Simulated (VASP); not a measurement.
Write the native input for VASP 6.6.1 that does the following.

```
Task                   : single point
Functional             : PBE
Potentials or basis    : VASP PAW PBE potentials, release 64 (Nb_sv, Ru_pv, C)
Cutoff                 : 520 eV
k mesh                 : 4 × 4 × 4
Occupations            : gaussian, width 0.1 eV
Spin                   : collinear spin, ferromagnetic start
Starting moments       : [1.0, 1.0, 1.0, 1.0, 0.0] μB
Dipole correction      : no
Further INCAR settings : ALGO = Normal; EDIFF = 1e-06; NBANDS = 42
```

The structure of NbRu3C lies in POSCAR:

```
NbRu3C
1.0
    4.0490046209      0.0000000000      0.0000000000
    0.0000000000      4.0490046209      0.0000000000
    0.0000000000      0.0000000000      4.0490046209
Nb Ru C
1 3 1
Direct
    0.5000000000      0.5000000000      0.5000000000
    0.0000000000      0.5000000000      0.0000000000
    0.0000000000      0.0000000000      0.5000000000
    0.5000000000      0.0000000000      0.0000000000
    0.0000000000      0.0000000000      0.0000000000
```

The input as run:

INCAR

```
SYSTEM = NbRu3C
PREC     = Accurate       ! precision mode
ENCUT    = 520            ! plane-wave cutoff, eV
EDIFF    = 1E-6           ! SCF threshold, eV
ISMEAR   = 0              ! smearing method
SIGMA    = 0.1            ! smearing width, eV
LREAL    = .False.        ! projectors in reciprocal space
LASPH    = .True.         ! aspherical terms in the spheres
NELM     = 150            ! most SCF steps
ALGO     = Normal         ! electronic algorithm
ISIF     = 2              ! what is computed and relaxed
LWAVE    = .False.        ! write WAVECAR
LCHARG   = .False.        ! write CHGCAR
ISPIN    = 2              ! spin polarisation
MAGMOM   = 1 1 1 1 0      ! initial moments
LORBIT   = 11             ! projections on sites
LMAXMIX  = 4              ! l up to which the mixer works
GGA      = PE             ! functional
NBANDS   = 42             ! bands
```

KPOINTS

```
regular mesh
0
Gamma
  4 4 4
  0 0 0
```

Potentials or basis: VASP PAW PBE potentials, release 64 (Nb_sv, Ru_pv, C).

The run is started by

```bash
$ cat potpaw_PBE.64/Nb_sv/POTCAR potpaw_PBE.64/Ru_pv/POTCAR potpaw_PBE.64/C/POTCAR > POTCAR
$ mpirun -np 1 vasp_std > vasp.out
```

Results of the run:

The pressure is -0.2 GPa, the net moment is 0.00 μB per cell and the valence electrons inside the program's atomic spheres are Nb 10.46; Ru 12.76; C 2.44.

Caveat: the k points lie up to 0.39 Å⁻¹ apart.

Run time: 100 s on 1 thread of Intel(R) Xeon(R) Platinum 8375C CPU @ 2.90GHz (Ice Lake) (shared host), peak memory 0.2 GiB.
